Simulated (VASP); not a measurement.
# BN (P4_2/mnm) in VASP: a series of runs, part 2 of 2

VASP 6.6.1. Earlier steps stand in the parts before.

## (4) Single point, PBE

This run uses another cell than the first one, of 6.14 Å³/atom.

INCAR reads:

```
SYSTEM = BN
  PREC = Accurate
  ENCUT = 520
  EDIFF = 1E-7
  ISMEAR = 0
  SIGMA = 0.05
  LREAL = .FALSE.
  LASPH = .TRUE.
  NELM = 60
  ALGO = Normal
  ISIF = 2
  LWAVE = .FALSE.
  LCHARG = .FALSE.
  GGA = PE
  NBANDS = 26
```

KPOINTS reads:

```
Automatic mesh
0
G
  6 6 10
  0 0 0
```

POSCAR reads:

```
BN
1.0
    4.3895000000      0.0000000000      0.0000000000
    0.0000000000      4.3895000000      0.0000000000
    0.0000000000      0.0000000000      2.5491935092
B N
4 4
Direct
    0.1742811368      0.8257188632      0.5000000000
    0.3257188632      0.3257188632      0.0000000000
    0.6742811368      0.6742811368      0.0000000000
    0.8257188632      0.1742811368      0.5000000000
    0.8126115048      0.8126115048      0.5000000000
    0.3126115048      0.6873884952      0.0000000000
    0.6873884952      0.3126115048      0.0000000000
    0.1873884952      0.1873884952      0.5000000000
```

Potentials or basis: VASP PAW PBE potentials, release 64 (B, N).

Started as:

```console
$ cat potpaw_PBE.64/B/POTCAR potpaw_PBE.64/N/POTCAR > POTCAR
$ mpirun -np 1 vasp_std > vasp.out
```

OUTCAR:

```text
SYSTEM = BN
   PREC = Accurate
   ENCUT = 520
   EDIFF = 1E-7
   ISMEAR = 0
   LREAL = .FALSE.
   LASPH = .TRUE.
   NELM = 60
   ISIF = 2
   GGA = PE

 ion  position               nearest neighbor table
   1  0.174  0.826  0.500-   6 1.54   6 1.54   8 1.59   5 1.59   4 2.16
   2  0.326  0.326  0.000-   8 1.54   8 1.54   6 1.59   7 1.59   3 2.16
   3  0.674  0.674  0.000-   5 1.54   5 1.54   7 1.59   6 1.59   2 2.16
   4  0.826  0.174  0.500-   7 1.54   7 1.54   8 1.59   5 1.59   1 2.16
   5  0.813  0.813  0.500-   3 1.54   3 1.54   4 1.59   1 1.59
   6  0.313  0.687  0.000-   1 1.54   1 1.54   3 1.59   2 1.59
   7  0.687  0.313  0.000-   4 1.54   4 1.54   2 1.59   3 1.59
   8  0.187  0.187  0.500-   2 1.54   2 1.54   4 1.59   1 1.59

  LATTYP: Found a simple tetragonal cell.
 ALAT       =     4.3895000000
 C/A-ratio  =     0.5807480372

  Lattice vectors:

 A1 = (   4.3895000000,   0.0000000000,   0.0000000000)
 A2 = (   0.0000000000,   4.3895000000,   0.0000000000)
 A3 = (   0.0000000000,   0.0000000000,   2.5491935092)

Analysis of symmetry for initial positions (statically):
=====================================================================
 Subroutine PRICEL returns:
 Original cell was already a primitive cell.

 Routine SETGRP: Setting up the symmetry group for a
 simple tetragonal supercell.

 Subroutine GETGRP returns: Found 16 space group operations
 (whereof  8 operations were pure point group operations)
 out of a pool of 16 trial point group operations.

The static configuration has the point symmetry D_2h.
 The point group associated with its full space group is D_4h.

Analysis of symmetry for dynamics (positions and initial velocities):
=====================================================================
 Subroutine PRICEL returns:
[... 145 lines left out ...]
  Thomas-Fermi vector in A             =   2.540256
   LORBIT       =      0    0 simple, 1 ext, 2 COOP (PROOUT), +10 PAW based schemes
   GGA     = PE    functional components
   LHFCALC =     F    Hartree Fock is set to
   AEXX    =    0.0000 exact exchange contribution
   IVDW    =     0    specifies the selected vdW correction
   LEPSILON=     F    determine dielectric tensor
   LRPA    =     F    only Hartree local field effects (RPA)
 non-spin polarized calculation
 Gauss-broadening in eV      SIGMA  =   0.05
  energy-cutoff  :      520.00
  volume of cell :       49.12
 maximum number of plane-waves:      1342
 NGX is ok and might be reduce to    36
   NGX = 17   NGY = 17   NGZ =  9

 number of electron      32.0000006 magnetization

 Free energy of the ion-electron system (eV)
  ---------------------------------------------------
  ext. energy  EPLUGINS =         0.00000000
  ---------------------------------------------------
  free energy    TOTEN  =       -68.97005417 eV

  energy without entropy =      -68.97005417  energy(sigma->0) =      -68.97005417

 E-fermi :   7.2736     XC(G=0): -12.5240

 val. band max:        7.0219383245   @ k =   0.0000   0.0000   0.0000
 cond. band min:      11.8076256361   @ k =   0.0000   0.0000   0.3000
 fundamental gap:      4.7856873116
 Fermi energy:         7.2736097837

 k-point     1 :       0.0000    0.0000    0.0000
  band No.  band energies     occupation
      1     -13.1793      2.00000
      2      -9.0843      2.00000
      3      -9.0843      2.00000
      4      -8.8694      2.00000
      5      -2.8171      2.00000
      6      -2.2511      2.00000
[... 685 lines left out ...]
     25      19.3762      0.00000
     26      19.3762      0.00000

 [... further k-points ...]

------------------------ aborting loop because EDIFF is reached ----------------------------------------

  FORCE on cell =-STRESS in cart. coord.  units (eV):
  Direction    XX          YY          ZZ          XY          YZ          ZX
  --------------------------------------------------------------------------------------
  -------------------------------------------------------------------------------------
  Total        2.3065358      2.3065358      0.5672716     -0.0000000      0.0000000      0.0000000
  in kB       75.2381074     75.2381074     18.5041329     -0.0000000      0.0000000      0.0000000
  external PRESSURE =      56.3267826 kB  Pullay stress =       0.0000000 kB

 VOLUME and BASIS-vectors are now :
 -----------------------------------------------------------------------------
  energy-cutoff  :      520.00
  volume of cell :       49.12
      direct lattice vectors                 reciprocal lattice vectors
     4.389500000  0.000000000  0.000000000     0.227816380  0.000000000  0.000000000
     0.000000000  4.389500000  0.000000000     0.000000000  0.227816380  0.000000000
     0.000000000  0.000000000  2.549193509     0.000000000  0.000000000  0.392280930

 POSITION                                       TOTAL-FORCE (eV/Angst)
 -----------------------------------------------------------------------------------
      0.76501      3.62449      1.27460         0.009029     -0.009029      0.000000
      1.42974      1.42974      0.00000        -0.009029     -0.009029     -0.000000
      2.95976      2.95976      0.00000         0.009029      0.009029      0.000000
      3.62449      0.76501      1.27460        -0.009029      0.009029      0.000000
      3.56696      3.56696      1.27460        -0.077310     -0.077310      0.000000
      1.37221      3.01729      0.00000        -0.077310      0.077310     -0.000000
      3.01729      1.37221      0.00000         0.077310     -0.077310      0.000000
      0.82254      0.82254      1.27460         0.077310      0.077310     -0.000000
 -----------------------------------------------------------------------------------
    total drift:                                0.000000      0.000000      0.000000

  FREE ENERGIE OF THE ION-ELECTRON SYSTEM (eV)
  ---------------------------------------------------
  free  energy   TOTEN  =       -68.9700541687 eV

  energy  without entropy=      -68.9700541687  energy(sigma->0) =      -68.97005417
```

stdout:

```text
POSCAR found type information on POSCAR B N
 POSCAR found :  2 types and       8 ions
 scaLAPACK will be used
 LDA part: xc-table for (Slater+PW92), standard interpolation
 POSCAR, INCAR and KPOINTS ok, starting setup
 FFT: planning ... GRIDC
 FFT: planning ... GRID_SOFT
 FFT: planning ... GRID
 WAVECAR not read
 entering main loop
```

Run time: 34 s. Hardware: 1 thread of Intel Xeon 6975P-C (Granite Rapids), shared host; peak memory 0.19 GiB.

Results:

* Free energy: -68.9701 eV
* Pressure: 5.6 GPa
* Largest force: 0.109 eV/Å
* Band gap on the k mesh: 4.79 eV (least direct gap 5.88 eV)

Forces on the atoms (eV/Å):
```
B    0.009 -0.009  0.000
B   -0.009 -0.009  0.000
B    0.009  0.009  0.000
B   -0.009  0.009  0.000
N   -0.077 -0.077  0.000
N   -0.077  0.077  0.000
N    0.077 -0.077  0.000
N    0.077  0.077  0.000
```

Caveat: the cell stands under pressure.

## (5) Single point, PBE

This run uses another cell than the first one, of 6.98 Å³/atom.

INCAR reads:

```
SYSTEM = BN
ALGO = Normal ; EDIFF = 1E-7
ENCUT = 520 ; GGA = PE
ISIF = 2 ; ISMEAR = 0
LASPH = .TRUE. ; LCHARG = .FALSE.
LREAL = .FALSE. ; LWAVE = .FALSE.
NBANDS = 26 ; NELM = 100
PREC = Accurate ; SIGMA = 0.05
```

KPOINTS reads:

```
k-points
0
G
  6 6 10
  0 0 0
```

Edit POSCAR of step 4 so:

```diff
@@ -2,5 +2,5 @@
 1.0
-    4.3895000000      0.0000000000      0.0000000000
-    0.0000000000      4.3895000000      0.0000000000
-    0.0000000000      0.0000000000      2.5491935092
+    4.4226829661      0.0000000000      0.0000000000
+    0.0000000000      4.4226829661      0.0000000000
+    0.0000000000      0.0000000000      2.8551000000
 B N
```

Started as:

```console
$ cat potpaw_PBE.64/B/POTCAR potpaw_PBE.64/N/POTCAR > POTCAR
$ mpirun -np 1 vasp_std > vasp.out
```

It took 1.7 min on 1 thread of Intel Xeon 8259CL, shared host; peak memory 0.21 GiB.

It converged, with:

* Free energy: -67.3393 eV
* Pressure: -31.0 GPa
* Largest force: 0.333 eV/Å
* Band gap on the k mesh: 3.93 eV

Forces on the atoms (eV/Å):
```
B   -0.156  0.156  0.000
B    0.156  0.156  0.000
B   -0.156 -0.156  0.000
B    0.156 -0.156  0.000
N   -0.235 -0.235  0.000
N   -0.235  0.235  0.000
N    0.235 -0.235  0.000
N    0.235  0.235  0.000
```

Stress tensor (GPa, compression positive):
```
 -7.74   0.00   0.00
  0.00  -7.74   0.00
  0.00   0.00 -77.60
```

Levels at points of the mesh, in eV from the valence-band top:
```
           k point  band 12  band 13  band 14  band 15  band 16  band 17  band 18  band 19  band 20  band 21
(0.00, 0.00, 0.00)    -2.75    -0.93    -0.71     0.00     0.00     3.93     5.64     6.82     6.82     7.14
(0.50, 0.00, 0.00)    -2.90    -1.80    -1.80    -1.41    -1.41     5.20     5.20     6.95     6.95     8.15
(0.50, 0.50, 0.00)    -3.75    -2.99    -2.99    -1.77    -1.77     5.63     5.63     6.29     6.29     7.37
(0.00, 0.00, 0.50)    -5.00    -3.57    -3.57    -3.21    -3.21     6.20     6.20    10.04    10.04    11.31
(0.50, 0.00, 0.50)    -4.36    -3.53    -3.53    -1.56    -1.56     6.64     6.64     8.51     8.51     9.02
(0.50, 0.50, 0.50)    -3.04    -2.89    -2.89    -2.09    -2.09     6.02     6.02     6.78     6.78     8.48
```

Caveat: the cell stands under tension. A k mesh can miss the band edges.

## (6) Summary

| cell | gap on the mesh (eV) | pressure (GPa) | largest force (eV/Å) |
| --- | --- | --- | --- |
| a = 4.423, b = 4.423, c = 2.473 Å, 8 atoms | 4.84 | 13.1 | 0.26 |
| a = 4.522, b = 4.522, c = 2.396 Å, 8 atoms | 4.66 | 11.9 | 0.72 |
| a = 4.389, b = 4.389, c = 2.549 Å, 8 atoms | 4.79 | 5.6 | 0.11 |
| a = 4.423, b = 4.423, c = 2.855 Å, 8 atoms | 3.93 | -31.0 | 0.33 |

Alike in all rows: task single point; level PBE; potentials or basis VASP PAW PBE potentials, release 64 (B, N); no spin polarisation; k mesh 6 × 6 × 10; cutoff (eV) 520; smearing gaussian 0.05 eV.

Caveats: the cell stands under pressure (at least some runs); the cell stands under tension (at least some runs).

Absolute energies hang on the potentials; compare differences alone.
